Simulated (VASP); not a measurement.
Set up this calculation in VASP 6.6.1, as the native input.

```yaml
Task: single point
Functional: PBE
Potentials_or_basis: VASP PAW PBE potentials, release 64 (K_sv, Br)
Cutoff: 520 eV
k_mesh: 6 × 6 × 6
Occupations: fermi-dirac, width 0.02 eV
Spin: no spin polarisation
Dipole_correction: no
Further_INCAR_settings: ALGO = Normal; EDIFF = 1e-06; NBANDS = 15
```

The structure of KBr (rock salt type) lies in POSCAR:

```
KBr
1.0
    0.0000000000      3.3500000000      3.3500000000
    3.3500000000      0.0000000000      3.3500000000
    3.3500000000      3.3500000000      0.0000000000
K Br
1 1
Direct
    0.0000000000      0.0000000000      0.0000000000
    0.5000000000      0.5000000000      0.5000000000
```

One way to write it, as run:

INCAR

```
ALGO     = Normal         # electronic algorithm
EDIFF    = 1E-6           # SCF threshold, eV
ENCUT    = 520            # plane-wave cutoff, eV
GGA      = PE             # functional
ISIF     = 2              # what is computed and relaxed
ISMEAR   = -1             # smearing method
LASPH    = T              # aspherical terms in the spheres
LCHARG   = F              # write CHGCAR
LREAL    = F              # projectors in reciprocal space
LWAVE    = F              # write WAVECAR
NBANDS   = 15             # bands
NELM     = 80             # most SCF steps
PREC     = Accurate       # precision mode
SIGMA    = 0.02           # smearing width, eV
```

KPOINTS

```
k-points
0
Gamma
  6 6 6
```

Potentials or basis: VASP PAW PBE potentials, release 64 (K_sv, Br).

The run is started by

```bash
$ cat potpaw_PBE.64/K_sv/POTCAR potpaw_PBE.64/Br/POTCAR > POTCAR
$ mpirun -np 1 vasp_std > vasp.out
```

It gave:

- Pressure: 0.1 GPa
- Band gap on the k mesh: 4.32 eV

Run time: 7.8 s on 1 thread of Intel(R) Xeon(R) 6975P-C (Granite Rapids) (shared host), peak memory 0.2 GiB.
